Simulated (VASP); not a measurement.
Wanted: the native input for a VASP 6.6.1 run.

- Task: single point
- Functional: PBE
- Potentials or basis: VASP PAW PBE potentials, release 64 (Li_sv, Ag, B)
- Cutoff: 520 eV
- k mesh: 8 × 8 × 8
- Occupations: gaussian, width 0.1 eV
- Spin: no spin polarisation
- Dipole correction: no
- Further INCAR settings: ALGO = Normal; EDIFF = 1e-06; NBANDS = 28

The structure of Li3AgB5 lies in POSCAR:

```
Li3AgB5
1.0
    2.7271867677     -4.4222579997      0.0000000000
    2.7271867677      4.4222579997      0.0000000000
    0.0000000000      0.0000000000      4.5943496047
Li Ag B
3 1 5
Direct
    0.0000000000      0.5000000000      0.5000000000
    0.5000000000      0.0000000000      0.5000000000
    0.5000000000      0.5000000000      0.0000000000
    0.5000000000      0.5000000000      0.5000000000
    0.8425650288      0.8425650288      0.1829682886
    0.1574349712      0.1574349712      0.1829682886
    0.8425650288      0.8425650288      0.8170317114
    0.1574349712      0.1574349712      0.8170317114
    0.0000000000      0.0000000000      0.5000000000
```

The cell was built from a structure type or drawn by symmetry, and may not be a known phase.

One way to write it, as run:

INCAR

```
PREC = Accurate
ENCUT = 520
EDIFF = 1E-6
ISMEAR = 0
SIGMA = 0.1
LREAL = F
LASPH = T
NELM = 80
ALGO = Normal
ISIF = 2
LWAVE = F
LCHARG = F
GGA = PE
NBANDS = 28
```

KPOINTS

```
regular mesh
0
Gamma
  8 8 8
```

Potentials or basis: VASP PAW PBE potentials, release 64 (Li_sv, Ag, B).

Launch:

```sh
$ cat potpaw_PBE.64/Li_sv/POTCAR potpaw_PBE.64/Ag/POTCAR potpaw_PBE.64/B/POTCAR > POTCAR
$ mpirun -np 1 vasp_std > vasp.out
```

It gave:

| Quantity | Value |
| --- | --- |
| Largest force | 0.012 eV/Å |
| Band gap on the k mesh | zero (an odd number of electrons rules out a gap without spin polarisation) |

Run time: 3.3 min on 1 thread of Intel(R) Xeon(R) Platinum 8488C (Sapphire Rapids) (shared host), peak memory 0.43 GiB.
